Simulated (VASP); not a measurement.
A run of VASP 6.6.1 is set up as follows.

Contents of INCAR:

```
PREC = Accurate
ENCUT = 520
EDIFF = 1E-6
ISMEAR = 0
SIGMA = 0.15
LREAL = False
LASPH = True
NELM = 80
ALGO = Normal
ISIF = 2
LWAVE = False
LCHARG = False
GGA = CA
NBANDS = 13
```

Contents of KPOINTS:

```
Automatic mesh
0
Gamma
  20 20 20
```

POSCAR

```
Ge
1.0
    0.0000000000      2.0354097092      2.0983605250
    2.0354097092      0.0000000000      2.0983605250
    2.0354097092      2.0354097092      0.0000000000
Ge
1
Direct
    0.0000000000      0.0000000000      0.0000000000
```

Potentials or basis: VASP PAW LDA potentials, release 64 (Ge_d).

The run is started by

```bash
$ cat potpaw_LDA.64/Ge_d/POTCAR > POTCAR
$ mpirun -np 1 vasp_std > vasp.out
```

Predict the pressure.

3.8 GPa.

What does it give for the band gap on the k mesh?

Zero (bands 7 and 8 overlap by 12.46 eV).

Stress tensor (GPa, compression positive):
```
3.43 0.00 0.00
0.00 3.43 0.00
0.00 0.00 4.41
```

Caveat: the cell differs from its parent crystal (strain -0.030 along x and y, +0.000 along z); the cell stands under pressure.
